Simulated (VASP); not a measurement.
Write the native input for VASP 6.6.1 that does the following.

```yaml
Task: single point
Functional: r2SCAN
Potentials_or_basis: VASP PAW PBE potentials, release 64 (Zn)
Cutoff: 520 eV
k_mesh: 9 × 9 × 4
Occupations: fermi-dirac, width 0.05 eV
Spin: no spin polarisation
Dipole_correction: no
Further_INCAR_settings: ALGO = Normal; EDIFF = 1e-06; NBANDS = 19
```

The system is Zn.

```xyz
2
Lattice="2.6116 0.0000 0.0000 -1.3058 2.2617 0.0000 0.0000 0.0000 4.8574" Properties=species:S:1:pos:R:3 pbc="T T T"
Zn    0.0000    1.5078    1.2143
Zn    1.3058    0.7539    3.6430
```

The input as run:

POSCAR

```
Zn
1.0
    2.6116020230      0.0000000000      0.0000000000
   -1.3058010115      2.2617136965      0.0000000000
    0.0000000000      0.0000000000      4.8573841371
Zn
2
Direct
    0.3333333333      0.6666666667      0.2500000000
    0.6666666667      0.3333333333      0.7500000000
```

INCAR.step1

```
SYSTEM = Zn
  PREC = Accurate
  ENCUT = 520
  ISMEAR = -1
  SIGMA = 0.05
  LREAL = .FALSE.
  LASPH = .TRUE.
  NELM = 80
  NBANDS = 19
  GGA = PE
  ALGO = Normal
  EDIFF = 1E-4
  LWAVE = .TRUE.
  LCHARG = .FALSE.
```

INCAR.step2

```
SYSTEM = Zn
  PREC = Accurate
  ENCUT = 520
  EDIFF = 1E-6
  ISMEAR = -1
  SIGMA = 0.05
  LREAL = .FALSE.
  LASPH = .TRUE.
  NELM = 80
  ALGO = Normal
  ISIF = 2
  LWAVE = .FALSE.
  LCHARG = .FALSE.
  METAGGA = R2SCAN
  LMIXTAU = .TRUE.
  NBANDS = 19
  ISTART = 1
```

KPOINTS

```
regular mesh
0
G
  9 9 4
  0 0 0
```

Potentials or basis: VASP PAW PBE potentials, release 64 (Zn).

Launch:

```console
$ cat potpaw_PBE.64/Zn/POTCAR > POTCAR
$ cp INCAR.step1 INCAR
$ mpirun -np 1 vasp_std > vasp.out
$ cp INCAR.step2 INCAR
$ mpirun -np 1 vasp_std > vasp.out
```

Results of the run:

The pressure is 0.5 GPa and the band gap on the k mesh is zero (bands 12 and 13 overlap by 4.02 eV).

Caveat: the PAW data sets were made with another functional, which shifts forces and pressure a little.

It took 34 s on 1 thread of Intel(R) Xeon(R) 6975P-C (Granite Rapids), on a shared host, peak memory 0.15 GiB.
